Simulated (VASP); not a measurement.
B7P, 8 atoms in the cell. The structure is hexagonal, space group P6/mmm (No. 191). Conventional cell: a = 3.764 Å, b = 3.764 Å, c = 6.018 Å, α = 90.00°, β = 90.00°, γ = 120.00°. Within 2.5 Å of B (site symmetry mmm) lie 4 B at 1.88 Å and 2 P at 1.88 Å. Within 2.5 Å of B (site symmetry mmm) lie 6 B at 1.88 Å. Within 2.5 Å of B (site symmetry 6/mmm) lie 6 B at 1.88 Å. Within 2.5 Å of P (site symmetry 6/mmm) lie 6 B at 1.88 Å. The cell was built from a structure type or drawn by symmetry, and may not be a known phase.

```yaml
Program: VASP 6.6.1
Task: relaxation of cell and atoms
Functional: PBE
Potentials_or_basis: VASP PAW PBE potentials, release 64 (B_h, P)
Cutoff: 910 eV
k_mesh: 6 × 6 × 4
Occupations: gaussian, width 0.1 eV
Spin: no spin polarisation
Dipole_correction: no
Further_INCAR_settings: ALGO = Normal; EDIFF = 1e-07; IBRION = 2; EDIFFG = -0.04; NSW = 90; ISIF = 3
```

Potentials or basis: VASP PAW PBE potentials, release 64 (B_h, P).

Run with:

```sh
$ cat potpaw_PBE.64/B_h/POTCAR potpaw_PBE.64/P/POTCAR > POTCAR
$ mpirun -np 1 vasp_std > vasp.out
```

Hardware: 1 thread of Intel(R) Xeon(R) 6975P-C (Granite Rapids), on a shared host.

Q: Estimate the wall time of this run.

A: Wall time 5.2 min on 1 thread of Intel(R) Xeon(R) 6975P-C (Granite Rapids), with other jobs on the host, peak memory 0.32 GiB. Counts: scf iterations 118, k points 21, ion steps 12.
